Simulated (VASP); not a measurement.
# Al (P6_3/mmc) in VASP: a series of runs

Al is run at these levels: RPBE; tasks: single point, relaxation of cell and atoms.

Program: VASP 6.6.1. These are calculated values, not measurements. Logs are shortened: lines on timing, memory, paths and dates and some standing lists are left out, and cuts for length are marked.

### 1 The cell of the first run

Symmetry: P6_3/mmc, No. 194, hexagonal system. The conventional cell has a = 2.972 Å, b = 2.972 Å, c = 4.781 Å, α = 90.00°, β = 90.00°, γ = 120.00°. Within 3.9 Å of Al (site symmetry -6m2) lie 12 Al at 2.94 to 2.97 Å.

### 2 Single point, RPBE (volume scaled by 1.08)

INCAR

```
PREC = Accurate
ENCUT = 520
EDIFF = 1E-6
ISMEAR = -1
SIGMA = 0.1
LREAL = False
LASPH = True
NELM = 80
ALGO = Normal
ISIF = 2
LWAVE = False
LCHARG = False
GGA = RP
NBANDS = 10
```

KPOINTS

```
Automatic mesh
0
Gamma
  14 14 8
```

POSCAR

```
Al
1.0
    2.9718749328      0.0000000000      0.0000000000
   -1.4859374664      2.5737191887      0.0000000000
    0.0000000000      0.0000000000      4.7808691177
Al
2
Direct
    0.3333333333      0.6666666667      0.2500000000
    0.6666666667      0.3333333333      0.7500000000
```

Potentials or basis: VASP PAW PBE potentials, release 64 (Al).

Run with:

```sh
$ cat potpaw_PBE.64/Al/POTCAR > POTCAR
$ mpirun -np 1 vasp_std > vasp.out
```

OUTCAR:

```text
PREC = Accurate
   ENCUT = 520
   EDIFF = 1E-6
   ISMEAR = -1
   LREAL = False
   LASPH = True
   NELM = 80
   ISIF = 2
   GGA = RP

 ion  position               nearest neighbor table
   1  0.333  0.667  0.250-   2 2.94   2 2.94   2 2.94   2 2.94   2 2.94   2 2.94
   2  0.667  0.333  0.750-   1 2.94   1 2.94   1 2.94   1 2.94   1 2.94   1 2.94

  LATTYP: Found a hexagonal cell.
 ALAT       =     2.9718749328
 C/A-ratio  =     1.6087046817

  Lattice vectors:

 A1 = (   2.9718749328,   0.0000000000,   0.0000000000)
 A2 = (  -1.4859374664,   2.5737191887,   0.0000000000)
 A3 = (   0.0000000000,   0.0000000000,   4.7808691177)

Analysis of symmetry for initial positions (statically):
=====================================================================
 Subroutine PRICEL returns:
 Original cell was already a primitive cell.

 Routine SETGRP: Setting up the symmetry group for a
 hexagonal supercell.

 Subroutine GETGRP returns: Found 24 space group operations
 (whereof 12 operations were pure point group operations)
 out of a pool of 24 trial point group operations.

The static configuration has the point symmetry D_3d.
 The point group associated with its full space group is D_6h.

Analysis of symmetry for dynamics (positions and initial velocities):
=====================================================================
 Subroutine PRICEL returns:
 Original cell was already a primitive cell.

 Routine SETGRP: Setting up the symmetry group for a
 hexagonal supercell.

 Subroutine GETGRP returns: Found 24 space group operations
 (whereof 12 operations were pure point group operations)
 out of a pool of 24 trial point group operations.

The dynamic configuration has the point symmetry D_3d.
 The point group associated with its full space group is D_6h.

 Subroutine INISYM returns: Found 24 space group operations
 (whereof 12 operations are pure point group operations),
 and found     1 'primitive' translations

----------------------------------------------------------------------------------------

                                     Primitive cell

  volume of cell :      36.5678

  direct lattice vectors                    reciprocal lattice vectors
     2.971874933  0.000000000  0.000000000     0.336487915  0.194271388  0.000000000
    -1.485937466  2.573719189  0.000000000     0.000000000  0.388542777  0.000000000
     0.000000000  0.000000000  4.780869118     0.000000000  0.000000000  0.209166989

[... 83 lines left out ...]
   EDIFF  = 0.1E-05   stopping-criterion for ELM
   LREAL  =      F    real-space projection
   EDIFFG = 0.1E-04   stopping-criterion for IOM
   NSW    =      0    number of steps for IOM
   IBRION =     -1    ionic relax: 0-MD 1-quasi-New 2-CG
   NFREE  =      0    steps in history (QN), initial steepest desc. (CG)
   ISIF   =      2    stress and relaxation
   ISYM   =      2    0-nonsym 1-usesym 2-fastsym
   POTIM  = 0.5000    time-step for ionic-motion
   TEBEG  =    0.0;   TEEND  =   0.0 temperature during run
   PSTRESS=    0.0 pullay stress
   NELECT =       6.0000    total number of electrons
   NUPDOWN=      -1.0000    fix difference up-down
   EMIN   =  10.00;   EMAX   =-10.00  energy-range for DOS
   EFERMI =   0.00;   METHOD = LEGACY
   ISMEAR =    -1;   SIGMA  =   0.10  broadening in eV -4-tet -1-fermi 0-gaus
   EFERMI_NEDOS =   21; number of points for ismear=-14 and -15
   IALGO  =     38    algorithm
   IMIX   =      4    mixing-type and parameters
     AMIX     =   0.40;   BMIX     =  1.00
     AMIX_MAG =   1.60;   BMIX_MAG =  1.00
  volume/ion in A,a.u.               =      18.28       123.39
  Fermi-wavevector in a.u.,A,eV,Ry     =   0.896243  1.693654 10.928898  0.803251
  Thomas-Fermi vector in A             =   2.018677
   LORBIT       =      0    0 simple, 1 ext, 2 COOP (PROOUT), +10 PAW based schemes
   GGA     = RP    functional components
   LHFCALC =     F    Hartree Fock is set to
   AEXX    =    0.0000 exact exchange contribution
   IVDW    =     0    specifies the selected vdW correction
   LEPSILON=     F    determine dielectric tensor
   LRPA    =     F    only Hartree local field effects (RPA)
 non-spin polarized calculation
  energy-cutoff  :      520.00
  volume of cell :       36.57
 maximum number of plane-waves:      1014
 NGX is ok and might be reduce to    24
   NGX = 11   NGY = 11   NGZ = 17

 number of electron       6.0000000 magnetization

 Free energy of the ion-electron system (eV)
  ---------------------------------------------------
  ext. energy  EPLUGINS =         0.00000000
  ---------------------------------------------------
  free energy    TOTEN  =        -6.91381265 eV

  energy without entropy =       -6.88179396  energy(sigma->0) =       -6.89780330

 E-fermi :   7.0553     XC(G=0):  -9.7788

 val. band max:        7.0489363123   @ k =   0.2857   0.0714   0.2500
 cond. band min:       7.0646412131   @ k =   0.3571   0.2143   0.1250
 fundamental gap:      0.0157049009
 Fermi energy:         7.0552703750

 k-point     1 :       0.0000    0.0000    0.0000
  band No.  band energies     occupation
      1      -3.3874      2.00000
      2       2.9235      2.00000
      3       3.0111      2.00000
      4      16.6099      0.00000
      5      16.6099      0.00000
      6      17.2876      0.00000
      7      17.2876      0.00000
      8      18.7722      0.00000
      9      19.8772      0.00000
     10      20.5528      0.00000
[... 287 lines left out ...]
 k-point    24 :       0.3571    0.2857    0.0000
  band No.  band energies     occupation
      1       3.2649      2.00000
      2       3.5407      2.00000
      3       4.9640      2.00000
      4       8.9384      0.00000
      5       9.3451      0.00000
      6       9.6002      0.00000
      7      10.1988      0.00000
      8      11.4235      0.00000
      9      11.5390      0.00000
     10      22.4201      0.00000

 [... further k-points ...]
[... 5 lines left out ...]
  --------------------------------------------------------------------------------------
  -------------------------------------------------------------------------------------
  Total       -1.1874677     -1.1874677     -0.9035441      0.0000000      0.0000000      0.0000000
  in kB      -52.0276064    -52.0276064    -39.5878019      0.0000000      0.0000000      0.0000000
  external PRESSURE =     -47.8810049 kB  Pullay stress =       0.0000000 kB

 VOLUME and BASIS-vectors are now :
 -----------------------------------------------------------------------------
  energy-cutoff  :      520.00
  volume of cell :       36.57
      direct lattice vectors                 reciprocal lattice vectors
     2.971874933  0.000000000  0.000000000     0.336487915  0.194271388  0.000000000
    -1.485937466  2.573719189  0.000000000     0.000000000  0.388542777  0.000000000
     0.000000000  0.000000000  4.780869118     0.000000000  0.000000000  0.209166989

 POSITION                                       TOTAL-FORCE (eV/Angst)
 -----------------------------------------------------------------------------------
     -0.00000      1.71581      1.19522        -0.000000      0.000000      0.000000
      1.48594      0.85791      3.58565         0.000000     -0.000000      0.000000
 -----------------------------------------------------------------------------------
    total drift:                                0.000000     -0.000000     -0.000000

  FREE ENERGIE OF THE ION-ELECTRON SYSTEM (eV)
  ---------------------------------------------------
  free  energy   TOTEN  =        -6.9138126491 eV

  energy  without entropy=       -6.8817939551  energy(sigma->0) =       -6.89780330
```

stdout:

```text
POSCAR found type information on POSCAR Al
 POSCAR found :  1 types and       2 ions
 scaLAPACK will be used
 -----------------------------------------------------------------------------
|                                                                             |
|                                                                             |
|     You enforced a specific xc type in the INCAR file but a different       |
|     I HOPE YOU KNOW WHAT YOU ARE DOING!                                     |
|                                                                             |
 -----------------------------------------------------------------------------

 LDA part: xc-table for (Slater+PW92), standard interpolation
 POSCAR, INCAR and KPOINTS ok, starting setup
 FFT: planning ... GRIDC
 FFT: planning ... GRID_SOFT
 FFT: planning ... GRID
 WAVECAR not read
 entering main loop
```

Run time: 42 s. Hardware: 1 thread of Intel Xeon 8259CL, shared host; peak memory 0.17 GiB.

Results:

```yaml
Free_energy: -6.9138 eV
Pressure: -4.8 GPa
Band_gap_on_the_k_mesh: zero (band 3 reaches 11.24 eV, above the bottom of band 4 at 3.96 eV)
```

Stress tensor (GPa, compression positive):
```
-5.20  0.00  0.00
 0.00 -5.20  0.00
 0.00  0.00 -3.96
```

Levels at points of the mesh, in eV from the Fermi level:
| k point | band 1 | band 2 | band 3 | band 4 | band 5 | band 6 |
| --- | --- | --- | --- | --- | --- | --- |
| (0.00, 0.00, 0.00) | -10.44 | -4.13 | -4.04 | 9.55 | 9.55 | 10.23 |
| (0.50, 0.00, 0.00) | -5.12 | -4.79 | 0.62 | 1.12 | 1.62 | 1.62 |
| (0.00, 0.00, 0.50) | -8.83 | -8.83 | 3.51 | 3.51 | 10.89 | 10.89 |
| (0.50, 0.00, 0.50) | -3.66 | -3.66 | -3.10 | -3.10 | 6.41 | 6.41 |

Caveat: the cell differs from its parent crystal (volume scaled by 1.08); the PAW data sets were made with another functional, which shifts forces and pressure a little.

### 3 Single point, RPBE (volume scaled by 1.12)

INCAR

```
SYSTEM = Al
  PREC = Accurate
  ENCUT = 520
  EDIFF = 1E-7
  ISMEAR = -1
  SIGMA = 0.1
  LREAL = .FALSE.
  LASPH = .TRUE.
  NELM = 60
  ALGO = Normal
  ISIF = 2
  LWAVE = .FALSE.
  LCHARG = .FALSE.
  GGA = RP
  NBANDS = 10
```

KPOINTS

```
regular mesh
0
G
  14 14 8
  0 0 0
```

POSCAR

```
Al
1.0
    3.0081208822      0.0000000000      0.0000000000
   -1.5040604411      2.6051091017      0.0000000000
    0.0000000000      0.0000000000      4.8391781463
Al
2
Direct
    0.3333333333      0.6666666667      0.2500000000
    0.6666666667      0.3333333333      0.7500000000
```

Potentials or basis: VASP PAW PBE potentials, release 64 (Al).

Run with:

```sh
$ cat potpaw_PBE.64/Al/POTCAR > POTCAR
$ mpirun -np 1 vasp_std > vasp.out
```

It took 44 s on 1 thread of Intel Xeon 8259CL, shared host; peak memory 0.17 GiB.

It converged, with:

```
Free energy            : -6.8662 eV
Pressure               : -6.4 GPa
Band gap on the k mesh : zero (band 3 reaches 10.82 eV, above the bottom of band 4 at 3.66 eV)
```

Stress tensor (GPa, compression positive):
```
-6.79  0.00  0.00
 0.00 -6.79  0.00
 0.00  0.00 -5.68
```

Levels at points of the mesh, in eV from the Fermi level:
```
           k point  band 1  band 2  band 3  band 4  band 5  band 6  band 7  band 8
(0.00, 0.00, 0.00)  -10.20   -4.00   -3.99    9.28    9.28   10.04   10.04   11.55
(0.50, 0.00, 0.00)   -5.02   -4.65    0.63    1.07    1.52    1.66    4.86    6.42
(0.00, 0.00, 0.50)   -8.63   -8.63    3.44    3.44   10.60   10.60   10.60   10.60
(0.50, 0.00, 0.50)   -3.56   -3.56   -3.04   -3.04    6.24    6.24    7.21    7.21
```

Caveat: the cell differs from its parent crystal (volume scaled by 1.12); the PAW data sets were made with another functional, which shifts forces and pressure a little.

### 4 Relaxation of cell and atoms, RPBE

This run uses another cell than the first one, of 16.60 Å³/atom, 0.908 times its volume.

INCAR

```
SYSTEM = Al
ALGO = Normal
EDIFF = 1E-6
EDIFFG = -0.01
ENCUT = 600
GGA = RP
IBRION = 2
ISIF = 3
ISMEAR = -1
LASPH = .True.
LCHARG = .False.
LREAL = .False.
LWAVE = .False.
NELM = 80
NSW = 80
PREC = Accurate
SIGMA = 0.1
```

KPOINTS

```
k-points
0
Gamma
  13 13 7
  0 0 0
```

POSCAR

```
Al
1.0
    2.8634814820      0.0000000000      0.0000000000
   -1.4317407410      2.4798477067      0.0000000000
    0.0000000000      0.0000000000      4.6760652602
Al
2
Direct
    0.3333333333      0.6666666667      0.2500000000
    0.6666666667      0.3333333333      0.7500000000
```

Potentials or basis: VASP PAW PBE potentials, release 64 (Al).

Run with:

```sh
$ cat potpaw_PBE.64/Al/POTCAR > POTCAR
$ mpirun -np 1 vasp_std > vasp.out
```

OUTCAR:

```text
SYSTEM = Al
   EDIFF = 1E-6
   EDIFFG = -0.01
   ENCUT = 600
   GGA = RP
   IBRION = 2
   ISIF = 3
   ISMEAR = -1
   LASPH = .True.
   LREAL = .False.
   NELM = 80
   NSW = 80
   PREC = Accurate

 ion  position               nearest neighbor table
   1  0.333  0.667  0.250-   2 2.86   2 2.86   2 2.86   2 2.86   2 2.86   2 2.86
   2  0.667  0.333  0.750-   1 2.86   1 2.86   1 2.86   1 2.86   1 2.86   1 2.86

  LATTYP: Found a hexagonal cell.
 ALAT       =     2.8634814820
 C/A-ratio  =     1.6330000000

  Lattice vectors:

 A1 = (   2.8634814820,   0.0000000000,   0.0000000000)
 A2 = (  -1.4317407410,   2.4798477067,   0.0000000000)
 A3 = (   0.0000000000,   0.0000000000,   4.6760652602)

Analysis of symmetry for initial positions (statically):
=====================================================================
 Subroutine PRICEL returns:
 Original cell was already a primitive cell.

 Routine SETGRP: Setting up the symmetry group for a
 hexagonal supercell.

 Subroutine GETGRP returns: Found 24 space group operations
 (whereof 12 operations were pure point group operations)
 out of a pool of 24 trial point group operations.

[... 171 lines left out ...]
  --------------------------------------------------------------------------------------
  -------------------------------------------------------------------------------------
  Total        0.2907530      0.2907530      0.2377687      0.0000000      0.0000000      0.0000000
  in kB       14.0292600     14.0292600     11.4726902      0.0000000      0.0000000      0.0000000
  external PRESSURE =      13.1770700 kB  Pullay stress =       0.0000000 kB
[... 167 lines left out ...]
--------------------------------------- Ionic step        6  -------------------------------------------

 number of electron       6.0000000 magnetization

 Free energy of the ion-electron system (eV)
  ---------------------------------------------------
  ext. energy  EPLUGINS =         0.00000000
  ---------------------------------------------------
  free energy    TOTEN  =        -6.96798061 eV

  energy without entropy =       -6.94316337  energy(sigma->0) =       -6.95557199

 E-fermi :   7.8577     XC(G=0): -10.0597

 val. band max:        7.7813135534   @ k =   0.2308   0.2308   0.1429
 cond. band min:       7.8638427652   @ k =   0.3846   0.0769   0.0000
 fundamental gap:      0.0825292118
 Fermi energy:         7.8577483622

 k-point     1 :       0.0000    0.0000    0.0000
  band No.  band energies     occupation
      1      -3.1262      2.00000
      2       3.3577      2.00000
      3       3.5835      2.00000
      4      18.2031      0.00000
      5      18.2031      0.00000
      6      18.6468      0.00000
      7      18.6468      0.00000
[... 221 lines left out ...]
 k-point    24 :       0.1538    0.0000    0.1429
  band No.  band energies     occupation
      1      -2.4286      2.00000
      2       2.2853      2.00000
      3       5.9632      2.00000
      4      13.2404      0.00000
      5      15.8670      0.00000
      6      16.9560      0.00000
      7      17.7390      0.00000

 [... further k-points ...]
[... 5 lines left out ...]
  --------------------------------------------------------------------------------------
  -------------------------------------------------------------------------------------
  Total        0.0150220      0.0150220     -0.0152712      0.0000000      0.0000000      0.0000000
  in kB        0.7127062      0.7127062     -0.7245282      0.0000000      0.0000000      0.0000000
  external PRESSURE =       0.2336281 kB  Pullay stress =       0.0000000 kB
[... 17 lines left out ...]
  FREE ENERGIE OF THE ION-ELECTRON SYSTEM (eV)
  ---------------------------------------------------
  free  energy   TOTEN  =        -6.9679806054 eV

  energy  without entropy=       -6.9431633660  energy(sigma->0) =       -6.95557199

 reached required accuracy - stopping structural energy minimisation
```

OSZICAR:

```text
N       E                     dE             d eps       ncg     rms          rms(c)
DAV:   1     0.123220010433E+01    0.12322E+01   -0.25780E+03  1176   0.759E+02
DAV:   2    -0.689280857783E+01   -0.81250E+01   -0.77363E+01  1610   0.539E+01
DAV:   3    -0.701178726920E+01   -0.11898E+00   -0.11127E+00  1659   0.701E+00
[... 29 lines left out ...]
       N       E                     dE             d eps       ncg     rms          rms(c)
DAV:   1    -0.696800016447E+01   -0.79619E-04   -0.18316E-03  1645   0.233E-01    0.236E-02
DAV:   2    -0.696798740150E+01    0.12763E-04   -0.15104E-05  1337   0.312E-02    0.138E-02
DAV:   3    -0.696798058031E+01    0.68212E-05   -0.12436E-05  1470   0.174E-02    0.571E-04
DAV:   4    -0.696798060542E+01   -0.25110E-07   -0.22115E-07   630   0.406E-03
   6 F= -.69679806E+01 E0= -.69555720E+01  d E =-.837948E-04
```

CONTCAR:

```text
Al
   1.00000000000000
     2.8841535104581704   -0.0000000000000000   -0.0000000000000000
    -1.4420767552290852    2.4977502084930010   -0.0000000000000000
     0.0000000000000000   -0.0000000000000000    4.6877130918819976
  Al
     2
Direct
     0.3333333332999970    0.6666666667000030    0.2500000000000000
     0.6666666667000030    0.3333333332999970    0.7500000000000000

  0.00000000E+00  0.00000000E+00  0.00000000E+00
  0.00000000E+00  0.00000000E+00  0.00000000E+00
```

Run time: 77 s. Hardware: 1 thread of Intel Xeon 8259CL, shared host; peak memory 0.16 GiB.

Results:

```
Free energy                            : -6.9680 eV
Relaxed volume                         : 16.88 Å³/atom
Relaxed cell                           : a = 2.884 Å, b = 2.884 Å, c = 4.688 Å, α = 90.00°, β = 90.00°, γ = 120.00°
Space group after relaxing (to 0.05 Å) : P6_3/mmc (No. 194)
Energy gained by relaxing              : 1.2 meV/atom
Ionic steps                            : 6
Pressure after relaxing                : 0.0 GPa
Band gap on the k mesh                 : zero (band 3 reaches 11.17 eV, above the bottom of band 4 at 5.10 eV)
```

Step by step:
| step | energy change (eV) | largest force (eV/Å) | pressure (GPa) | volume (Å³) |
| --- | --- | --- | --- | --- |
| 1 | 0.0000 | 0.0000 | 1.32 | 33.20 |
| 2 | -0.0023 | 0.0000 | -0.18 | 33.87 |
| 3 | -0.0024 | 0.0000 | -0.01 | 33.78 |
| 4 | -0.0024 | 0.0000 | 0.02 | 33.77 |
| 5 | -0.0024 | 0.0000 | 0.02 | 33.77 |
| 6 | -0.0024 | 0.0000 | 0.02 | 33.77 |

Final structure:
```yaml
crystal:
  lattice:
    - [2.88415, 0.00000, 0.00000]
    - [-1.44208, 2.49775, 0.00000]
    - [0.00000, 0.00000, 4.68771]
  atoms:
    - { symbol: Al, position: [0.33333, 0.66667, 0.25000] }
    - { symbol: Al, position: [0.66667, 0.33333, 0.75000] }
```

Levels at points of the mesh, in eV from the Fermi level:
```csv
k point,band 1,band 2,band 3,band 4,band 5,band 6
"(0.00, 0.00, 0.00)",-10.98,-4.50,-4.27,10.35,10.35,10.79
```

Caveat: the PAW data sets were made with another functional, which shifts forces and pressure a little.

### 5 Summary

```tsv
task	cell	k mesh	cutoff (eV)	gap on the mesh (eV)	pressure (GPa)
single point	a = 2.972, b = 2.972, c = 4.781 Å, angles 90.0, 90.0, 120.0°, 2 atoms	14 × 14 × 8	520	none	-4.8
single point	a = 3.008, b = 3.008, c = 4.839 Å, angles 90.0, 90.0, 120.0°, 2 atoms	14 × 14 × 8	520	none	-6.4
relaxation of cell and atoms	relaxed from a = 2.863, b = 2.863, c = 4.676 Å, angles 90.0, 90.0, 120.0°, 2 atoms	13 × 13 × 7	600	none	0.0
```

Alike in all rows: level RPBE; potentials or basis VASP PAW PBE potentials, release 64 (Al); no spin polarisation; smearing fermi-dirac 0.1 eV.

Caveats: the PAW data sets were made with another functional, which shifts forces and pressure a little.

Absolute energies hang on the potentials; compare differences alone.
